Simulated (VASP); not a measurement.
MnRh:

```
Mn Rh
1.0
     3.03262    0.00000    0.00000
     0.00000    3.03262    0.00000
     0.00000    0.00000    3.03262
Mn Rh
1 1
Cartesian
  0.0000 0.0000 0.0000
  1.5163 1.5163 1.5163
```

- Program: VASP 6.6.1
- Task: relaxation of cell and atoms
- Functional: LDA
- Potentials or basis: VASP PAW LDA potentials, release 64 (Mn_pv, Rh_pv)
- Cutoff: 600 eV
- k mesh: 14 × 14 × 14
- Occupations: gaussian, width 0.1 eV
- Spin: collinear spin, ferromagnetic start
- Starting moments: [3.81, 0.6] μB

At the start: pressure -15.2 GPa; volume 13.95 Å³/atom.

Task: How do energy, volume and symmetry change on relaxing?

Result: Over 7 steps the energy falls by 54.0 meV/atom and the volume is 12.88 Å³/atom (-7.7 %); space group Pm-3m (No. 221, to 0.05 Å); moment 3.93 μB per cell.

The path:
| step | energy change (eV) | largest force (eV/Å) | pressure (GPa) | volume (Å³) |
| --- | --- | --- | --- | --- |
| 1 | 0.0000 | 0.0000 | -15.17 | 27.89 |
| 2 | 0.1760 | 0.0000 | 35.12 | 22.89 |
| 3 | -0.1078 | 0.0000 | -0.73 | 25.84 |
| 4 | -0.1080 | 0.0000 | -0.19 | 25.77 |
| 5 | -0.1080 | 0.0000 | 0.19 | 25.73 |
| 6 | -0.1080 | 0.0000 | -0.16 | 25.78 |
| 7 | -0.1080 | 0.0000 | -0.03 | 25.75 |

Final structure:
```
Mn Rh
1.0
     2.95309    0.00000    0.00000
     0.00000    2.95309    0.00000
     0.00000    0.00000    2.95309
Mn Rh
1 1
Direct
  0.00000 0.00000 0.00000
  0.50000 0.50000 0.50000
```
